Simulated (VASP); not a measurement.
# Hf in VASP: a series of runs

Hf is run at these levels: PBEsol; tasks: single point.

All numbers are computed with VASP 6.6.1; they aren't measurements. Logs are shortened: lines on timing, memory, paths and dates and some standing lists are left out, and cuts for length are marked.

### Step 1. The cell of the first run

It takes space group I4/mmm (No. 139, tetragonal). Conventional cell: a = 3.682 Å, b = 3.682 Å, c = 3.610 Å, α = 90.00°, β = 90.00°, γ = 90.00°. Hf (site symmetry 4/mmm) has 14 Hf at 3.17 to 3.68 Å within 4.2 Å.

### Step 2. Single point, PBEsol (equal xx and yy strain of +2 %)

Contents of INCAR:

```
ALGO = Normal ; EDIFF = 1E-6
ENCUT = 520 ; GGA = PS
ISIF = 2 ; ISMEAR = -1
LASPH = True ; LCHARG = False
LREAL = False ; LWAVE = False
NBANDS = 11 ; NELM = 80
PREC = Accurate ; SIGMA = 0.08
```

Contents of KPOINTS:

```
k-points
0
Gamma
  16 16 16
```

Contents of POSCAR:

```
Hf
1.0
   -1.8411000000      1.8411000000      1.8050000000
    1.8411000000     -1.8411000000      1.8050000000
    1.8411000000      1.8411000000     -1.8050000000
Hf
1
Direct
    0.0000000000      0.0000000000      0.0000000000
```

Potentials or basis: VASP PAW PBE potentials, release 64 (Hf_pv).

Run with:

```
$ cat potpaw_PBE.64/Hf_pv/POTCAR > POTCAR
$ mpirun -np 1 vasp_std > vasp.out
```

OUTCAR:

```text
EDIFF = 1E-6
   ENCUT = 520
   GGA = PS
   ISIF = 2
   ISMEAR = -1
   LASPH = True
   LREAL = False
   NELM = 80
   PREC = Accurate

 ion  position               nearest neighbor table
   1  0.000  0.000  0.000-

  LATTYP: Found a body centered tetragonal cell.
 ALAT       =     3.6822000000
 C/A-ratio  =     0.9803921569

  Lattice vectors:

 A1 = (  -1.8411000000,   1.8411000000,   1.8050000000)
 A2 = (   1.8411000000,  -1.8411000000,   1.8050000000)
 A3 = (   1.8411000000,   1.8411000000,  -1.8050000000)

Analysis of symmetry for initial positions (statically):
=====================================================================
 Subroutine PRICEL returns:
 Original cell was already a primitive cell.

 Routine SETGRP: Setting up the symmetry group for a
 body centered tetragonal supercell.

 Subroutine GETGRP returns: Found 16 space group operations
 (whereof 16 operations were pure point group operations)
 out of a pool of 16 trial point group operations.

The static configuration has the point symmetry D_4h.

Analysis of symmetry for dynamics (positions and initial velocities):
=====================================================================
 Subroutine PRICEL returns:
 Original cell was already a primitive cell.

 Routine SETGRP: Setting up the symmetry group for a
 body centered tetragonal supercell.

 Subroutine GETGRP returns: Found 16 space group operations
 (whereof 16 operations were pure point group operations)
 out of a pool of 16 trial point group operations.

The dynamic configuration has the point symmetry D_4h.

 Subroutine INISYM returns: Found 16 space group operations
 (whereof 16 operations are pure point group operations),
 and found     1 'primitive' translations

----------------------------------------------------------------------------------------

                                     Primitive cell

  volume of cell :      24.4733

  direct lattice vectors                    reciprocal lattice vectors
    -1.841100000  1.841100000  1.805000000     0.000000000  0.271576775  0.277008310
     1.841100000 -1.841100000  1.805000000     0.271576775  0.000000000  0.277008310
     1.841100000  1.841100000 -1.805000000     0.271576775  0.271576775  0.000000000

  length of vectors
     3.168173515  3.168173515  3.168173515     0.387927246  0.387927246  0.384067558

  position of ions in fractional coordinates (direct lattice)
     0.000000000  0.000000000  0.000000000

  ion indices of the primitive-cell ions
   primitive index   ion index
                 1           1

----------------------------------------------------------------------------------------

 KPOINTS: k-points

Automatic generation of k-mesh.
 Grid dimensions read from file:
 generate k-points for:   16   16   16

 Generating k-lattice:

  Cartesian coordinates                     Fractional coordinates (reciprocal lattice)
     0.000000000  0.016973548  0.017313019     0.062500000  0.000000000 -0.000000000
     0.016973548  0.000000000  0.017313019     0.000000000  0.062500000 -0.000000000
     0.016973548  0.016973548  0.000000000     0.000000000  0.000000000  0.062500000

  Length of vectors
     0.024245453  0.024245453  0.024004222

  Shift w.r.t. Gamma in fractional coordinates (k-lattice)
     0.000000000  0.000000000  0.000000000

 Subroutine IBZKPT returns following result:
 ===========================================

 Found    349 irreducible k-points:

 Following reciprocal coordinates:
            Coordinates               Weight
  0.000000  0.000000  0.000000      1.000000
  0.062500 -0.000000  0.000000      8.000000
  0.125000 -0.000000  0.000000      8.000000
  0.187500  0.000000 -0.000000      8.000000
  0.250000 -0.000000  0.000000      8.000000
  0.312500  0.000000  0.000000      8.000000
[... 16 lines left out ...]
 -0.125000  0.062500 -0.000000     16.000000
 -0.062500  0.062500  0.000000      4.000000
 [... further k-points ...]
   k-points           NKPTS =    349   k-points in BZ     NKDIM =    349   number of bands    NBANDS=     11
   number of dos      NEDOS =    301   number of ions     NIONS =      1
   total plane-waves  NPLWV =  13824
   dimension x,y,z NGX =    24 NGY =   24 NGZ =   24
   dimension x,y,z NGXF=    48 NGYF=   48 NGZF=   48
   ions per type =               1
   NGX,Y,Z   is equivalent  to a cutoff of  12.59, 12.59, 12.59 a.u.
   NGXF,Y,Z  is equivalent  to a cutoff of  25.19, 25.19, 25.19 a.u.
 SYSTEM =  unknown system
   PREC   = accura    normal or accurate (medium, high low for compatibility)
   ISTART =      0    job   : 0-new  1-cont  2-samecut
   ICHARG =      2    charge: 1-file 2-atom 10-const
   ISPIN  =      1    spin polarized calculation?
   LNONCOLLINEAR =      F non collinear calculations
   LSORBIT =      F    spin-orbit coupling
   LASPH  =      T    aspherical Exc in radial PAW
   ENCUT  =  520.0 eV  38.22 Ry    6.18 a.u.   5.89  5.89  5.89*2*pi/ulx,y,z
   NELM   =     80;   NELMIN=  2; NELMDL= -5     # of ELM steps
   EDIFF  = 0.1E-05   stopping-criterion for ELM
   LREAL  =      F    real-space projection
   EDIFFG = 0.1E-04   stopping-criterion for IOM
   NSW    =      0    number of steps for IOM
   IBRION =     -1    ionic relax: 0-MD 1-quasi-New 2-CG
   NFREE  =      0    steps in history (QN), initial steepest desc. (CG)
   ISIF   =      2    stress and relaxation
   ISYM   =      2    0-nonsym 1-usesym 2-fastsym
   POTIM  = 0.5000    time-step for ionic-motion
   TEBEG  =    0.0;   TEEND  =   0.0 temperature during run
   PSTRESS=    0.0 pullay stress
   NELECT =      10.0000    total number of electrons
   NUPDOWN=      -1.0000    fix difference up-down
   EMIN   =  10.00;   EMAX   =-10.00  energy-range for DOS
   EFERMI =   0.00;   METHOD = LEGACY
   ISMEAR =    -1;   SIGMA  =   0.08  broadening in eV -4-tet -1-fermi 0-gaus
   EFERMI_NEDOS =   21; number of points for ismear=-14 and -15
   IALGO  =     38    algorithm
   IMIX   =      4    mixing-type and parameters
     AMIX     =   0.40;   BMIX     =  1.00
     AMIX_MAG =   1.60;   BMIX_MAG =  1.00
  volume/ion in A,a.u.               =      24.47       165.15
  Fermi-wavevector in a.u.,A,eV,Ry     =   1.214817  2.295671 20.079209  1.475780
  Thomas-Fermi vector in A             =   2.350224
   LORBIT       =      0    0 simple, 1 ext, 2 COOP (PROOUT), +10 PAW based schemes
   GGA     = PS    functional components
   LHFCALC =     F    Hartree Fock is set to
   AEXX    =    0.0000 exact exchange contribution
   IVDW    =     0    specifies the selected vdW correction
   LEPSILON=     F    determine dielectric tensor
   LRPA    =     F    only Hartree local field effects (RPA)
 non-spin polarized calculation
  energy-cutoff  :      520.00
  volume of cell :       24.47
 maximum number of plane-waves:       682
   NGX = 11   NGY = 11   NGZ = 11

 number of electron      10.0000000 magnetization

 number of electron       9.9999998 magnetization

 Free energy of the ion-electron system (eV)
  ---------------------------------------------------
  ext. energy  EPLUGINS =         0.00000000
  ---------------------------------------------------
  free energy    TOTEN  =       -10.22116248 eV

  energy without entropy =      -10.17441254  energy(sigma->0) =      -10.19778751

 E-fermi :   3.8453     XC(G=0): -10.9886

 val. band max:        3.8360804536   @ k =  -0.4375   0.5000   0.0625
 cond. band min:       3.8473593602   @ k =   0.5000   0.1875   0.0000
 fundamental gap:      0.0112789067
 Fermi energy:         3.8453394723

 k-point     1 :       0.0000    0.0000    0.0000
  band No.  band energies     occupation
      1     -26.2989      2.00000
      2     -26.2989      2.00000
      3     -26.2985      2.00000
      4      -2.9091      2.00000
      5       5.1372      0.00000
      6       5.3358      0.00000
      7       5.3358      0.00000
      8       7.6668      0.00000
      9       7.9389      0.00000
     10      16.6371      0.00000
     11      16.6371      0.00000

 k-point     2 :       0.0625   -0.0000    0.0000
  band No.  band energies     occupation
      1     -26.3230      2.00000
      2     -26.3068      2.00000
      3     -26.2989      2.00000
      4      -2.7774      2.00000
      5       5.1091      0.00000
      6       5.2987      0.00000
      7       5.3990      0.00000
      8       7.6211      0.00000
      9       7.8438      0.00000
     10      16.7628      0.00000
     11      16.8398      0.00000

 k-point     3 :       0.1250   -0.0000    0.0000
  band No.  band energies     occupation
      1     -26.3916      2.00000
      2     -26.3293      2.00000
      3     -26.2994      2.00000
      4      -2.3941      2.00000
      5       4.8878      0.00000
      6       5.1435      0.00000
      7       5.7500      0.00000
      8       7.4327      0.00000
      9       7.7806      0.00000
     10      16.7354      0.00000
     11      17.1541      0.00000

 k-point     4 :       0.1875    0.0000   -0.0000
  band No.  band energies     occupation
      1     -26.4927      2.00000
      2     -26.3627      2.00000
      3     -26.3002      2.00000
      4      -1.7964      2.00000
      5       4.5542      0.00028
      6       4.8161      0.00001
      7       6.3607      0.00000
      8       7.3257      0.00000
      9       7.8156      0.00000
     10      16.7314      0.00000
     11      17.2045      0.00000
[... 239 lines left out ...]
 k-point    22 :      -0.1875    0.0625    0.0000
  band No.  band energies     occupation
      1     -26.4535      2.00000
      2     -26.3417      2.00000
      3     -26.3072      2.00000
      4      -2.0346      2.00000
      5       4.7070      0.00004
      6       4.9188      0.00000
      7       6.1684      0.00000
      8       7.1719      0.00000
      9       7.9271      0.00000
     10      16.7332      0.00000
     11      17.3701      0.00000

 k-point    23 :      -0.1250    0.0625   -0.0000
  band No.  band energies     occupation
      1     -26.3703      2.00000
      2     -26.3147      2.00000
      3     -26.3044      2.00000
      4      -2.5250      2.00000
      5       4.9921      0.00000
      6       5.1416      0.00000
      7       5.6894      0.00000
      8       7.3486      0.00000
      9       7.9066      0.00000
     10      16.7364      0.00000
     11      17.0210      0.00000

 k-point    24 :      -0.0625    0.0625    0.0000
  band No.  band energies     occupation
      1     -26.3233      2.00000
      2     -26.3060      2.00000
      3     -26.2987      2.00000
      4      -2.7801      2.00000
      5       5.1093      0.00000
      6       5.2503      0.00000
      7       5.4617      0.00000
      8       7.5265      0.00000
      9       7.9319      0.00000
     10      16.7405      0.00000
     11      16.7594      0.00000

 [... further k-points ...]

------------------------ aborting loop because EDIFF is reached ----------------------------------------

  FORCE on cell =-STRESS in cart. coord.  units (eV):
  Direction    XX          YY          ZZ          XY          YZ          ZX
  --------------------------------------------------------------------------------------
  -------------------------------------------------------------------------------------
  Total       -1.7714013     -1.7714013     -1.9325919      0.0000000     -0.0000000      0.0000000
  in kB     -115.9673127   -115.9673127   -126.5198832      0.0000000     -0.0000000      0.0000000
  external PRESSURE =    -119.4848362 kB  Pullay stress =       0.0000000 kB

 VOLUME and BASIS-vectors are now :
 -----------------------------------------------------------------------------
  energy-cutoff  :      520.00
  volume of cell :       24.47
      direct lattice vectors                 reciprocal lattice vectors
    -1.841100000  1.841100000  1.805000000     0.000000000  0.271576775  0.277008310
     1.841100000 -1.841100000  1.805000000     0.271576775  0.000000000  0.277008310
     1.841100000  1.841100000 -1.805000000     0.271576775  0.271576775  0.000000000

 POSITION                                       TOTAL-FORCE (eV/Angst)
 -----------------------------------------------------------------------------------
      0.00000      0.00000      0.00000         0.000000     -0.000000      0.000000
 -----------------------------------------------------------------------------------
    total drift:                                0.000000      0.000000      0.000000

  FREE ENERGIE OF THE ION-ELECTRON SYSTEM (eV)
  ---------------------------------------------------
  free  energy   TOTEN  =       -10.2211624845 eV

  energy  without entropy=      -10.1744125414  energy(sigma->0) =      -10.19778751
```

Run time: 21 s. Hardware: 1 thread of Intel Xeon Platinum 8559C (Emerald Rapids), shared host; peak memory 0.21 GiB.

What came out:

```yaml
Free_energy: -10.2212 eV
Pressure: -11.9 GPa
Band_gap_on_the_k_mesh: zero (band 5 reaches 5.26 eV, above the bottom of band 6 at 3.15 eV)
```

Caveat: the cell differs from its parent crystal (equal xx and yy strain of +2 %); the PAW data sets were made with another functional, which shifts forces and pressure a little; spin-orbit coupling is left out, which moves the levels of the heavy elements.

### Step 3. Single point, PBEsol (volume scaled by 0.94)

Contents of INCAR:

```
PREC = Accurate ; ENCUT = 520
EDIFF = 1E-6 ; ISMEAR = -1
SIGMA = 0.08 ; LREAL = F
LASPH = T ; NELM = 80
ALGO = Normal ; ISIF = 2
LWAVE = F ; LCHARG = T
GGA = PS ; LELF = T
LVHAR = T ; NBANDS = 11
```

Contents of KPOINTS:

```
regular mesh
0
Gamma
  16 16 16
```

Contents of POSCAR:

```
Hf
1.0
   -1.7681529262      1.7681529262      1.7681529262
    1.7681529262     -1.7681529262      1.7681529262
    1.7681529262      1.7681529262     -1.7681529262
Hf
1
Direct
    0.0000000000      0.0000000000      0.0000000000
```

Potentials or basis: VASP PAW PBE potentials, release 64 (Hf_pv).

Run with:

```
$ cat potpaw_PBE.64/Hf_pv/POTCAR > POTCAR
$ mpirun -np 1 vasp_std > vasp.out
```

Run time: 10 s. Hardware: 1 thread of Intel Xeon 6975P-C (Granite Rapids), shared host; peak memory 0.16 GiB.

The run converged. Its results:

- Free energy: -10.3423 eV
- Pressure: -4.0 GPa
- Band gap on the k mesh: zero (band 5 reaches 6.01 eV, above the bottom of band 6 at 3.73 eV)

Levels at points of the mesh, in eV from the Fermi level:
```tsv
k point	band 3	band 4	band 5	band 6	band 7	band 8
(0.00, 0.00, 0.00)	-29.73	-7.08	1.52	1.52	1.52	4.35
(0.50, 0.00, 0.00)	-29.73	-3.41	-0.52	1.14	4.18	5.20
(0.50, 0.50, 0.50)	-30.33	-2.61	-2.61	6.88	6.88	6.88
```

Caveat: the PAW data sets were made with another functional, which shifts forces and pressure a little; spin-orbit coupling is left out, which moves the levels of the heavy elements.

### Step 4. Single point, PBEsol (volume scaled by 0.98)

Contents of INCAR:

```
PREC = Accurate
ENCUT = 520
EDIFF = 1E-6
ISMEAR = -1
SIGMA = 0.08
LREAL = F
LASPH = T
NELM = 100
ALGO = Normal
ISIF = 2
LWAVE = F
LCHARG = F
GGA = PS
NBANDS = 11
```

KPOINTS is that of step 3.

Contents of POSCAR:

```
Hf
1.0
   -1.7928855410      1.7928855410      1.7928855410
    1.7928855410     -1.7928855410      1.7928855410
    1.7928855410      1.7928855410     -1.7928855410
Hf
1
Direct
    0.0000000000      0.0000000000      0.0000000000
```

Run with:

```
$ cat potpaw_PBE.64/Hf_pv/POTCAR > POTCAR
$ mpirun -np 1 vasp_std > vasp.out
```

Run time: 9.4 s. Hardware: 1 thread of Intel Xeon 6975P-C (Granite Rapids), shared host; peak memory 0.16 GiB.

It converged, with:

* Free energy: -10.3078 eV
* Pressure: -7.6 GPa
* Band gap on the k mesh: zero (band 5 reaches 5.70 eV, above the bottom of band 6 at 3.49 eV)

Levels at points of the mesh, in eV from the Fermi level:
| k point | band 3 | band 4 | band 5 | band 6 | band 7 | band 8 |
| --- | --- | --- | --- | --- | --- | --- |
| (0.00, 0.00, 0.00) | -29.90 | -6.94 | 1.49 | 1.49 | 1.49 | 4.19 |
| (0.50, 0.00, 0.00) | -29.90 | -3.29 | -0.46 | 0.98 | 4.00 | 4.97 |
| (0.50, 0.50, 0.50) | -30.42 | -2.44 | -2.44 | 6.56 | 6.56 | 6.56 |

Caveat: the PAW data sets were made with another functional, which shifts forces and pressure a little; spin-orbit coupling is left out, which moves the levels of the heavy elements.

(Continued in part 2 of 2.)
